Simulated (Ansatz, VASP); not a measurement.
## Cd2S in VASP and in Ansatz

File INCAR:

```
PREC = Accurate
ENCUT = 520
EDIFF = 1E-7
ISMEAR = -1
SIGMA = 0.05
LREAL = F
LASPH = T
NELM = 80
ALGO = Normal
ISIF = 2
LWAVE = F
LCHARG = F
GGA = PS
NBANDS = 22
```

Contents of KPOINTS:

```
regular mesh
0
Gamma
  8 8 5
```

File POSCAR:

```
Cd2S
1.0
    3.9091138886      0.0000000000      0.0000000000
   -1.9545569443      3.3853919338      0.0000000000
    0.0000000000      0.0000000000      5.7306797810
Cd S
2 1
Direct
    0.3333333333      0.6666666667      0.9327170000
    0.6666666667      0.3333333333      0.5787350000
    0.3333333333      0.6666666667      0.3657050000
```

input.yaml

```yaml
crystal:
  lattice:
    - [3.9091138886, 0.0, 0.0]
    - [-1.9545569443, 3.3853919338, 0.0]
    - [0.0, 0.0, 5.730679781]
  atoms:
    - { symbol: Cd, position: [0.3333333333, 0.6666666667, 0.932717] }
    - { symbol: Cd, position: [0.6666666667, 0.3333333333, 0.578735] }
    - { symbol: S, position: [0.3333333333, 0.6666666667, 0.365705] }
kpoints:
  mp_grid: { grid: [8, 8, 5] }
scf:
  occupations: { method: fermi_dirac, width: 0.05 }
hamiltonian:
  xc: pbesol
  pseudopotentials: { kind: all_electron, lapw: { basis_error: 0.001 } }
output:
  forces: true
  stress: true
  eigenvalues: true
```

Change from the starting cell: volume scaled by 0.96.

Alike in both runs: task single point; functional PBEsol; k mesh 8 × 8 × 5; occupations fermi-dirac, width 0.05 eV; no spin polarisation.

|  | VASP | Ansatz |
| --- | --- | --- |
| version | VASP 6.6.1 | Ansatz 0.2.0 |
| potentials or method | VASP PAW PBE potentials, release 64 (Cd, S), cutoff 520 eV | all-electron LAPW, scalar-relativistic |

|  | VASP | Ansatz | Ansatz less VASP |
| --- | --- | --- | --- |
| gap on the k mesh at the Fermi level (eV) | 0.20 | 0.20 | +0.001 |
| least direct gap on the mesh (eV) | 0.58 | 0.58 | 0.000 |
| pressure (GPa) | -1.0 | -1.3 | -0.32 |
| traceless stress, the component that is largest in VASP (GPa) | 0.15 | 0.05 | -0.099 |
| rms of the force components (eV/Å) | 0.033 | 0.025 | -0.0078 |

VASP's potentials were made for PBE, not for PBEsol. Atom by atom the forces differ by 0.011 eV/Å (rms over components). Ansatz ran all-electron here, and VASP with PAW potentials.
